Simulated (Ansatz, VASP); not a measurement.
# CdSe in VASP and in Ansatz

```xyz
2
Lattice="0.0000 3.1423 3.1423 3.1423 0.0000 3.1423 3.1423 3.1423 0.0000" Properties=species:S:1:pos:R:3 pbc="T T T"
Cd    0.0000    0.0000    0.0000
Se    1.5711    1.5711    1.5711
```

Alike in both runs: functional RPBE; k mesh 10 × 10 × 10; occupations gaussian, width 0.02 eV; no spin polarisation.

Ansatz relaxed the structure, and its values are those at the end. VASP's run is a single point on that final structure, the one shown.

```csv
,VASP,Ansatz
version,VASP 6.6.1,Ansatz 0.2.0
potentials or method,"VASP PAW PBE potentials, release 64 (Cd, Se), cutoff 520 eV","scalar-relativistic, plane waves, PAW"
valence electrons in the cell,18,36
```

Ansatz gave:

| Item | Value |
| --- | --- |
| gap on the k mesh at the Fermi level (eV) | 0.58 |
| least direct gap on the mesh (eV) | 0.58 |
| pressure (GPa) | 0.0 |

Question: Estimate VASP's values.

Answer: gap on the k mesh at the Fermi level (eV): 0.58; least direct gap on the mesh (eV): 0.58; pressure (GPa): 0.2.

VASP's potentials were made for PBE, not for RPBE. VASP's potentials hold 18 valence electrons a cell and Ansatz's 36, so a difference there can come from the potentials and not from the codes.
